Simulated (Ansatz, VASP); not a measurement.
## Two plane-wave programs on AlRu

Contents of INCAR:

```
SYSTEM = AlRu
  PREC = Accurate
  ENCUT = 520
  EDIFF = 1E-6
  ISMEAR = 0
  SIGMA = 0.15
  LREAL = .FALSE.
  LASPH = .TRUE.
  NELM = 100
  ALGO = Fast
  ISIF = 2
  LWAVE = .FALSE.
  LCHARG = .FALSE.
  GGA = PE
  NBANDS = 16
```

File KPOINTS:

```
regular mesh
0
G
  16 16 16
  0 0 0
```

POSCAR

```
AlRu
1.0
    3.1486590000      0.0000000000      0.0000000000
    0.0000000000      2.9916000000      0.0000000000
    0.0000000000      0.0000000000      2.9916000000
Al Ru
1 1
Direct
    0.0000000000      0.0000000000      0.0000000000
    0.5000000000      0.5000000000      0.5000000000
```

Input for Ansatz:

```yaml
crystal:
  lattice:
    - [3.148659, 0.0, 0.0]
    - [0.0, 2.9916, 0.0]
    - [0.0, 0.0, 2.9916]
  atoms:
    - { symbol: Al, position: [0.0, 0.0, 0.0] }
    - { symbol: Ru, position: [0.5, 0.5, 0.5] }
basis:
  ecutwfc: 420
kpoints:
  mp_grid: { grid: [16, 16, 16] }
hamiltonian:
  xc: pbe
scf:
  occupations: { method: gaussian, width: 0.15 }
output:
  forces: true
  stress: true
  eigenvalues: true
```

Change from the starting cell: strain +0.0525 x Voigt [1, 0, 0, 0, 0, 0], atoms carried along.

Alike in both runs: task single point; functional PBE; k mesh 16 × 16 × 16; occupations gaussian, width 0.15 eV; no spin polarisation.

|  | VASP | Ansatz |
| --- | --- | --- |
| version | VASP 6.6.1 | Ansatz 0.2.0 |
| potentials or method | VASP PAW PBE potentials, release 64 (Al, Ru_pv), cutoff 520 eV | scalar-relativistic, plane waves, PAW |
| valence electrons in the cell | 17 | 19 |

Ansatz gave:

* gap on the k mesh at the Fermi level (eV): none
* pressure (GPa): -7.0
* traceless stress, the component that is largest in VASP (GPa): -4.86

Task: Which values does VASP return?

Result: gap on the k mesh at the Fermi level (eV): none; pressure (GPa): -7.0; traceless stress, the component that is largest in VASP (GPa): -4.87.

A gap of «none» marks a metal or a gap that the smearing closes. VASP's potentials hold 17 valence electrons a cell and Ansatz's 19, so a difference there can come from the potentials and not from the codes.
